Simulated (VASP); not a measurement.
# SiO2 (P4_12_12) in VASP: notebook

Aim: see how the results for SiO2 move with the level of theory and the settings. Levels: RPBE, LDA, revPBE+D3(BJ), BLYP+D4. Tasks: relaxation of cell and atoms.

Everything below comes from runs of VASP 6.6.1. Logs are shortened: lines on timing, memory, paths and dates and some standing lists are left out, and cuts for length are marked.

## 1. The cell of the first run

It takes space group P4_12_12 (No. 92, tetragonal). Conventional cell: a = 4.982 Å, b = 4.982 Å, c = 6.963 Å, α = 90.00°, β = 90.00°, γ = 90.00°. Within 2.1 Å of Si (site symmetry 2) lie 4 O at 1.60 to 1.61 Å. O (site symmetry 1) has 2 Si at 1.60 to 1.61 Å within 2.1 Å.

## 2. Relaxation of cell and atoms, RPBE

The input, INCAR:

```
SYSTEM = SiO2
PREC = Accurate
ENCUT = 600
EDIFF = 1E-7
ISMEAR = -1
SIGMA = 0.05
LREAL = .False.
LASPH = .True.
NELM = 120
ALGO = Normal
ISIF = 3
LWAVE = .False.
LCHARG = .False.
GGA = RP
IBRION = 2
NSW = 60
EDIFFG = -0.01
GGA_COMPAT = .False.
NELMIN = 4
```

The input, KPOINTS:

```
Automatic mesh
0
Gamma
  6 6 4
  0 0 0
```

The input, POSCAR:

```
SiO2
1.0
    4.9820000000      0.0000000000      0.0000000000
    0.0000000000      4.9820000000      0.0000000000
    0.0000000000      0.0000000000      6.9630000000
Si O
4 8
Direct
    0.7989700000      0.2010300000      0.7500000000
    0.7010300000      0.7010300000      0.5000000000
    0.2010300000      0.7989700000      0.2500000000
    0.2989700000      0.2989700000      0.0000000000
    0.1034700000      0.2398900000      0.8218700000
    0.2601100000      0.6034700000      0.0718700000
    0.8965300000      0.7601100000      0.3218700000
    0.7398900000      0.3965300000      0.5718700000
    0.6034700000      0.2601100000      0.9281300000
    0.7601100000      0.8965300000      0.6781300000
    0.3965300000      0.7398900000      0.4281300000
    0.2398900000      0.1034700000      0.1781300000
```

Potentials or basis: VASP PAW PBE potentials, release 64 (Si, O).

The run is started by

```bash
$ cat potpaw_PBE.64/Si/POTCAR potpaw_PBE.64/O/POTCAR > POTCAR
$ mpirun -np 1 vasp_std > vasp.out
```

OUTCAR:

```text
SYSTEM = SiO2
   PREC = Accurate
   ENCUT = 600
   EDIFF = 1E-7
   ISMEAR = -1
   LREAL = .False.
   LASPH = .True.
   NELM = 120
   ISIF = 3
   GGA = RP
   IBRION = 2
   NSW = 60
   EDIFFG = -0.01
   NELMIN = 4

 ion  position               nearest neighbor table
   1  0.799  0.201  0.750-   8 1.60   9 1.60   5 1.61  10 1.61   2 3.08   4 3.08   2 3.08   4 3.08

   2  0.701  0.701  0.500-   7 1.60  10 1.60   8 1.61  11 1.61   1 3.08   3 3.08   1 3.08   3 3.08

   3  0.201  0.799  0.250-   6 1.60  11 1.60   7 1.61  12 1.61   2 3.08   4 3.08   4 3.08   2 3.08

   4  0.299  0.299  0.000-   5 1.60  12 1.60   9 1.61   6 1.61   1 3.08   3 3.08   3 3.08   1 3.08

   5  0.103  0.240  0.822-   4 1.60   1 1.61
   6  0.260  0.603  0.072-   3 1.60   4 1.61
   7  0.897  0.760  0.322-   2 1.60   3 1.61
   8  0.740  0.397  0.572-   1 1.60   2 1.61
   9  0.603  0.260  0.928-   1 1.60   4 1.61
  10  0.760  0.897  0.678-   2 1.60   1 1.61
  11  0.397  0.740  0.428-   3 1.60   2 1.61
  12  0.240  0.103  0.178-   4 1.60   3 1.61

  LATTYP: Found a simple tetragonal cell.
 ALAT       =     4.9820000000
 C/A-ratio  =     1.3976314733

  Lattice vectors:

 A1 = (   4.9820000000,   0.0000000000,   0.0000000000)
 A2 = (   0.0000000000,   4.9820000000,   0.0000000000)
 A3 = (   0.0000000000,   0.0000000000,   6.9630000000)

Analysis of symmetry for initial positions (statically):
=====================================================================
 Subroutine PRICEL returns:
 Original cell was already a primitive cell.

 Routine SETGRP: Setting up the symmetry group for a
 simple tetragonal supercell.

 Subroutine GETGRP returns: Found  8 space group operations
 (whereof  2 operations were pure point group operations)
 out of a pool of 16 trial point group operations.

The static configuration has the point symmetry C_2 .
 The point group associated with its full space group is D_4 .

Analysis of symmetry for dynamics (positions and initial velocities):
=====================================================================
 Subroutine PRICEL returns:
 Original cell was already a primitive cell.

 Routine SETGRP: Setting up the symmetry group for a
 simple tetragonal supercell.

 Subroutine GETGRP returns: Found  8 space group operations
 (whereof  2 operations were pure point group operations)
 out of a pool of 16 trial point group operations.

The dynamic configuration has the point symmetry C_2 .
 The point group associated with its full space group is D_4 .

 Subroutine INISYM returns: Found  8 space group operations
 (whereof  2 operations are pure point group operations),
 and found     1 'primitive' translations

----------------------------------------------------------------------------------------

                                     Primitive cell

  volume of cell :     172.8239

  direct lattice vectors                    reciprocal lattice vectors
     4.982000000  0.000000000  0.000000000     0.200722601  0.000000000  0.000000000
     0.000000000  4.982000000  0.000000000     0.000000000  0.200722601  0.000000000
     0.000000000  0.000000000  6.963000000     0.000000000  0.000000000  0.143616257

  length of vectors
     4.982000000  4.982000000  6.963000000     0.200722601  0.200722601  0.143616257

  position of ions in fractional coordinates (direct lattice)
     0.798970000  0.201030000  0.750000000
     0.701030000  0.701030000  0.500000000
     0.201030000  0.798970000  0.250000000
     0.298970000  0.298970000  0.000000000
     0.103470000  0.239890000  0.821870000
     0.260110000  0.603470000  0.071870000
     0.896530000  0.760110000  0.321870000
     0.739890000  0.396530000  0.571870000
     0.603470000  0.260110000  0.928130000
     0.760110000  0.896530000  0.678130000
     0.396530000  0.739890000  0.428130000
     0.239890000  0.103470000  0.178130000

  ion indices of the primitive-cell ions
   primitive index   ion index
                 1           1
                 2           2
                 3           3
                 4           4
                 5           5
                 6           6
                 7           7
                 8           8
                 9           9
                10          10
                11          11
                12          12

----------------------------------------------------------------------------------------

 KPOINTS: Automatic mesh

Automatic generation of k-mesh.
 Grid dimensions read from file:
 generate k-points for:    6    6    4

 Generating k-lattice:

  Cartesian coordinates                     Fractional coordinates (reciprocal lattice)
     0.033453767  0.000000000  0.000000000     0.166666667  0.000000000  0.000000000
     0.000000000  0.033453767  0.000000000     0.000000000  0.166666667  0.000000000
     0.000000000  0.000000000  0.035904064     0.000000000  0.000000000  0.250000000

  Length of vectors
     0.033453767  0.033453767  0.035904064

  Shift w.r.t. Gamma in fractional coordinates (k-lattice)
     0.000000000  0.000000000  0.000000000

 Subroutine IBZKPT returns following result:
 ===========================================

 Found     30 irreducible k-points:

 Following reciprocal coordinates:
            Coordinates               Weight
  0.000000  0.000000  0.000000      1.000000
  0.166667  0.000000  0.000000      4.000000
  0.333333  0.000000  0.000000      4.000000
  0.500000  0.000000  0.000000      2.000000
  0.166667  0.166667  0.000000      4.000000
  0.333333  0.166667  0.000000      8.000000
[... 16 lines left out ...]
  0.333333  0.000000  0.500000      4.000000
  0.500000  0.000000  0.500000      2.000000
 [... further k-points ...]
   k-points           NKPTS =     30   k-points in BZ     NKDIM =     30   number of bands    NBANDS=     39
   number of dos      NEDOS =    301   number of ions     NIONS =     12
   total plane-waves  NPLWV =  89600
   dimension x,y,z NGX =    40 NGY =   40 NGZ =   56
   dimension x,y,z NGXF=    80 NGYF=   80 NGZF=  112
   ions per type =               4   8
   NGX,Y,Z   is equivalent  to a cutoff of  13.35, 13.35, 13.37 a.u.
   NGXF,Y,Z  is equivalent  to a cutoff of  26.70, 26.70, 26.74 a.u.
 SYSTEM =  SiO2
   PREC   = accura    normal or accurate (medium, high low for compatibility)
   ISTART =      0    job   : 0-new  1-cont  2-samecut
   ICHARG =      2    charge: 1-file 2-atom 10-const
   ISPIN  =      1    spin polarized calculation?
   LNONCOLLINEAR =      F non collinear calculations
   LSORBIT =      F    spin-orbit coupling
   LASPH  =      T    aspherical Exc in radial PAW
   ENCUT  =  600.0 eV  44.10 Ry    6.64 a.u.   9.95  9.95 13.91*2*pi/ulx,y,z
   NELM   =    120;   NELMIN=  4; NELMDL= -5     # of ELM steps
   EDIFF  = 0.1E-06   stopping-criterion for ELM
   LREAL  =      F    real-space projection
   EDIFFG = -.1E-01   stopping-criterion for IOM
   NSW    =     60    number of steps for IOM
   IBRION =      2    ionic relax: 0-MD 1-quasi-New 2-CG
   NFREE  =      1    steps in history (QN), initial steepest desc. (CG)
   ISIF   =      3    stress and relaxation
   ISYM   =      2    0-nonsym 1-usesym 2-fastsym
   POTIM  = 0.5000    time-step for ionic-motion
   TEBEG  =    0.0;   TEEND  =   0.0 temperature during run
   PSTRESS=    0.0 pullay stress
   NELECT =      64.0000    total number of electrons
   NUPDOWN=      -1.0000    fix difference up-down
   EMIN   =  10.00;   EMAX   =-10.00  energy-range for DOS
   EFERMI =   0.00;   METHOD = LEGACY
   ISMEAR =    -1;   SIGMA  =   0.05  broadening in eV -4-tet -1-fermi 0-gaus
   EFERMI_NEDOS =   21; number of points for ismear=-14 and -15
   IALGO  =     38    algorithm
   IMIX   =      4    mixing-type and parameters
     AMIX     =   0.40;   BMIX     =  1.00
     AMIX_MAG =   1.60;   BMIX_MAG =  1.00
  volume/ion in A,a.u.               =      14.40        97.19
  Fermi-wavevector in a.u.,A,eV,Ry     =   1.175620  2.221599 18.804365  1.382082
  Thomas-Fermi vector in A             =   2.311997
   LORBIT       =      0    0 simple, 1 ext, 2 COOP (PROOUT), +10 PAW based schemes
   GGA     = RP    functional components
   LHFCALC =     F    Hartree Fock is set to
   AEXX    =    0.0000 exact exchange contribution
   IVDW    =     0    specifies the selected vdW correction
   LEPSILON=     F    determine dielectric tensor
   LRPA    =     F    only Hartree local field effects (RPA)
 conjugate gradient relaxation of ions
 non-spin polarized calculation
  energy-cutoff  :      600.00
  volume of cell :      172.82
 maximum number of plane-waves:      5796
 NGX is ok and might be reduce to    40
   NGX = 19   NGY = 19   NGZ = 27

--------------------------------------- Ionic step        1  -------------------------------------------

 number of electron      63.9999987 magnetization

 Free energy of the ion-electron system (eV)
  ---------------------------------------------------
  ext. energy  EPLUGINS =         0.00000000
  ---------------------------------------------------
  free energy    TOTEN  =       -91.05379116 eV

  energy without entropy =      -91.05379116  energy(sigma->0) =      -91.05379116

------------------------ aborting loop because EDIFF is reached ----------------------------------------

  FORCE on cell =-STRESS in cart. coord.  units (eV):
  Direction    XX          YY          ZZ          XY          YZ          ZX
  --------------------------------------------------------------------------------------
  -------------------------------------------------------------------------------------
  Total        9.0322548      9.0322548      9.6537070      0.0000000      0.0000000     -0.0000000
  in kB       83.7342086     83.7342086     89.4954288      0.0000000      0.0000000     -0.0000000
  external PRESSURE =      85.6546154 kB  Pullay stress =       0.0000000 kB
[... 119 lines left out ...]
  FREE ENERGIE OF THE ION-ELECTRON SYSTEM (eV)
  ---------------------------------------------------
  free  energy   TOTEN  =       -91.2774492319 eV

  energy  without entropy=      -91.2774492319  energy(sigma->0) =      -91.27744923

[... ionic steps 4 to 29 ...]

--------------------------------------- Ionic step       30  -------------------------------------------

 number of electron      64.0000013 magnetization

------------------------ aborting loop because EDIFF is reached ----------------------------------------

  FORCE on cell =-STRESS in cart. coord.  units (eV):
  Direction    XX          YY          ZZ          XY          YZ          ZX
  --------------------------------------------------------------------------------------
  -------------------------------------------------------------------------------------
  Total        0.1387832      0.1387832      0.2010853      0.0000000      0.0000000      0.0000000
  in kB        1.1786935      1.1786935      1.7078288      0.0000000      0.0000000      0.0000000
  external PRESSURE =       1.3550719 kB  Pullay stress =       0.0000000 kB
[... 77 lines left out ...]
  energy  without entropy=      -91.3047659929  energy(sigma->0) =      -91.30476599

--------------------------------------- Ionic step       32  -------------------------------------------

 number of electron      64.0000017 magnetization

 Free energy of the ion-electron system (eV)
  ---------------------------------------------------
  ext. energy  EPLUGINS =         0.00000000
  ---------------------------------------------------
  free energy    TOTEN  =       -91.30499576 eV

  energy without entropy =      -91.30499576  energy(sigma->0) =      -91.30499576

 E-fermi :   0.6876     XC(G=0):  -7.6902

 val. band max:       -0.3384047555   @ k =   0.0000   0.0000   0.0000
 cond. band min:       5.2408284453   @ k =   0.0000   0.0000   0.0000
 fundamental gap:      5.5792332008
 Fermi energy:         0.6876291486

 k-point     1 :       0.0000    0.0000    0.0000
  band No.  band energies     occupation
      1     -19.6571      2.00000
      2     -18.8234      2.00000
      3     -18.8234      2.00000
      4     -17.7357      2.00000
      5     -17.7182      2.00000
      6     -17.7171      2.00000
[... 997 lines left out ...]
     38       8.8194      0.00000
     39       9.6922      0.00000

 [... further k-points ...]

------------------------ aborting loop because EDIFF is reached ----------------------------------------

  FORCE on cell =-STRESS in cart. coord.  units (eV):
  Direction    XX          YY          ZZ          XY          YZ          ZX
  --------------------------------------------------------------------------------------
  -------------------------------------------------------------------------------------
  Total        0.0904712      0.0904712      0.0827532      0.0000000      0.0000000     -0.0000000
  in kB        0.7676561      0.7676561      0.7021678      0.0000000      0.0000000     -0.0000000
  external PRESSURE =       0.7458267 kB  Pullay stress =       0.0000000 kB
[... 27 lines left out ...]
  FREE ENERGIE OF THE ION-ELECTRON SYSTEM (eV)
  ---------------------------------------------------
  free  energy   TOTEN  =       -91.3049957643 eV

  energy  without entropy=      -91.3049957642  energy(sigma->0) =      -91.30499576

 reached required accuracy - stopping structural energy minimisation
```

It took 33 min on 1 thread of Intel Xeon 6975P-C (Granite Rapids), shared host; peak memory 0.39 GiB.

Results:

```yaml
Free_energy: -91.3050 eV
Relaxed_volume: 15.74 Å³/atom
Relaxed_cell: a = 5.132 Å, b = 5.132 Å, c = 7.169 Å, α = 90.00°, β = 90.00°, γ = 90.00°
Space_group_after_relaxing_to_0.1_Å: P4_12_12 (No. 92)
Energy_gained_by_relaxing: 20.9 meV/atom
Ionic_steps: 32
Pressure_after_relaxing: 0.1 GPa
Largest_force_after_relaxing: 0.010 eV/Å
Band_gap_on_the_k_mesh: 5.58 eV
```

Forces in eV/Å, atoms in the order of the input:
```
Si  -0.007  0.007  0.000
Si   0.007  0.007  0.000
Si   0.007 -0.007  0.000
Si  -0.007 -0.007  0.000
O    0.008 -0.003  0.006
O    0.003  0.008  0.006
O   -0.008  0.003  0.006
O   -0.003 -0.008  0.006
O    0.008  0.003 -0.006
O    0.003 -0.008 -0.006
O   -0.008 -0.003 -0.006
O   -0.003  0.008 -0.006
```

Step by step:
| step | energy change (eV) | largest force (eV/Å) | pressure (GPa) | volume (Å³) |
| --- | --- | --- | --- | --- |
| 1 | 0.0000 | 0.5089 | 8.57 | 172.82 |
| 2 | 0.2002 | 0.8102 | -9.21 | 192.81 |
| 3 | -0.2237 | 0.1571 | 0.08 | 180.84 |
| 4 | -0.2237 | 0.1489 | 0.23 | 180.68 |
| 5 | -0.2155 | 0.3815 | -0.21 | 181.40 |
| 6 | -0.2262 | 0.0645 | 0.07 | 180.92 |
| 7 | -0.2276 | 0.0578 | 0.05 | 181.12 |
| 8 | -0.2301 | 0.0529 | 0.00 | 181.71 |
| 9 | -0.2279 | 0.1734 | -0.13 | 182.91 |
| 10 | -0.2304 | 0.0861 | -0.03 | 182.03 |
| 11 | -0.2318 | 0.0668 | 0.04 | 182.17 |
| 12 | -0.2349 | 0.0657 | 0.28 | 182.58 |
| 13 | -0.2372 | 0.1274 | 0.71 | 183.40 |
| 14 | -0.2376 | 0.1204 | 0.70 | 183.47 |
| 15 | -0.2387 | 0.1000 | 0.66 | 183.70 |
| 16 | -0.2404 | 0.0638 | 0.59 | 184.15 |
| 17 | -0.2424 | 0.0677 | 0.43 | 185.06 |
| 18 | -0.2403 | 0.2372 | 0.11 | 186.89 |
| 19 | -0.2426 | 0.1048 | 0.35 | 185.51 |
| 20 | -0.2434 | 0.0910 | 0.23 | 185.78 |
| 21 | -0.2446 | 0.0655 | -0.13 | 186.60 |
| 22 | -0.2446 | 0.0650 | -0.21 | 186.80 |
| 23 | -0.2455 | 0.0598 | -0.21 | 186.95 |
| 24 | -0.2476 | 0.0454 | -0.18 | 187.40 |
| 25 | -0.2500 | 0.0315 | -0.14 | 188.30 |
| 26 | -0.2478 | 0.0799 | -0.12 | 190.11 |
| 27 | -0.2503 | 0.0371 | -0.13 | 188.78 |
| 28 | -0.2506 | 0.0340 | 0.12 | 188.60 |
| 29 | -0.2506 | 0.0290 | 0.07 | 188.63 |
| 30 | -0.2509 | 0.0182 | 0.14 | 188.65 |
| 31 | -0.2510 | 0.0261 | 0.17 | 188.65 |
| 32 | -0.2512 | 0.0099 | 0.07 | 188.82 |

Final structure:
```yaml
crystal:
  lattice:
    - [5.13209, 0.00000, 0.00000]
    - [0.00000, 5.13209, 0.00000]
    - [0.00000, 0.00000, 7.16912]
  atoms:
    - { symbol: Si, position: [0.79076, 0.20924, 0.75000] }
    - { symbol: Si, position: [0.70924, 0.70924, 0.50000] }
    - { symbol: Si, position: [0.20924, 0.79076, 0.25000] }
    - { symbol: Si, position: [0.29076, 0.29076, 0.00000] }
    - { symbol: O, position: [0.08687, 0.24244, 0.82898] }
    - { symbol: O, position: [0.25756, 0.58687, 0.07898] }
    - { symbol: O, position: [0.91313, 0.75756, 0.32898] }
    - { symbol: O, position: [0.74244, 0.41313, 0.57898] }
    - { symbol: O, position: [0.58687, 0.25756, 0.92102] }
    - { symbol: O, position: [0.75756, 0.91313, 0.67102] }
    - { symbol: O, position: [0.41313, 0.74244, 0.42102] }
    - { symbol: O, position: [0.24244, 0.08687, 0.17102] }
```

Levels at points of the mesh, in eV from the valence-band top:
```tsv
k point	band 30	band 31	band 32	band 33	band 34	band 35
(0.00, 0.00, 0.00)	-0.22	-0.22	0.00	5.58	8.71	8.71
(0.50, 0.00, 0.00)	-0.63	-0.43	-0.43	7.50	7.50	9.15
(0.50, 0.50, 0.00)	-0.58	-0.56	-0.56	8.54	8.54	8.59
(0.00, 0.00, 0.50)	-0.48	-0.39	-0.39	6.74	6.74	9.29
(0.50, 0.00, 0.50)	-0.91	-0.15	-0.15	7.68	7.68	8.77
(0.50, 0.50, 0.50)	-0.65	-0.65	-0.65	9.05	9.05	9.05
```

Caveat: the PAW data sets were made with another functional, which shifts forces and pressure a little. Zero-point motion and thermal expansion aren't in these numbers.

(Part 1 of 3 ends here.)
